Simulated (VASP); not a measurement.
Here is a VASP 6.6.1 calculation.

The input INCAR:

```
SYSTEM = HgTe
ALGO     = Normal         ! electronic algorithm
EDIFF    = 1E-6           ! SCF threshold, eV
ENCUT    = 500            ! plane-wave cutoff, eV
GGA      = RP             ! functional
GGA_COMPAT= .FALSE.      
ISIF     = 2              ! what is computed and relaxed
ISMEAR   = 1              ! smearing method
LASPH    = .TRUE.         ! aspherical terms in the spheres
LCHARG   = .TRUE.         ! write CHGCAR
LELF     = .TRUE.         ! ELF
LREAL    = .FALSE.        ! projectors in reciprocal space
LVHAR    = .TRUE.       
LWAVE    = .FALSE.        ! write WAVECAR
NBANDS   = 16             ! bands
NELM     = 120            ! most SCF steps
PREC     = Accurate       ! precision mode
SIGMA    = 0.2            ! smearing width, eV
```

Contents of KPOINTS:

```
k-points
0
G
  3 3 3
  0 0 0
```

Contents of POSCAR:

```
HgTe
1.0
    0.0000000000      3.4188677623      3.4188677623
    3.4188677623      0.0000000000      3.4188677623
    3.4188677623      3.4188677623      0.0000000000
Hg Te
1 1
Direct
    0.0000000000      0.0000000000      0.0000000000
    0.7500000000      0.7500000000      0.7500000000
```

Potentials or basis: VASP PAW PBE potentials, release 64 (Hg, Te).

Run with:

```sh
$ cat potpaw_PBE.64/Hg/POTCAR potpaw_PBE.64/Te/POTCAR > POTCAR
$ mpirun -np 1 vasp_std > vasp.out
```

Task: Estimate the pressure.

Result: 0.0 GPa.

Task: Estimate the band gap on the k mesh.

Result: Zero (filled and empty bands touch).

Caveat: the k points lie up to 0.53 Å⁻¹ apart; semilocal functionals underestimate gaps, so a narrow gap can read as zero; the PAW data sets were made with another functional, which shifts forces and pressure a little; spin-orbit coupling is left out, which moves the levels of the heavy elements.
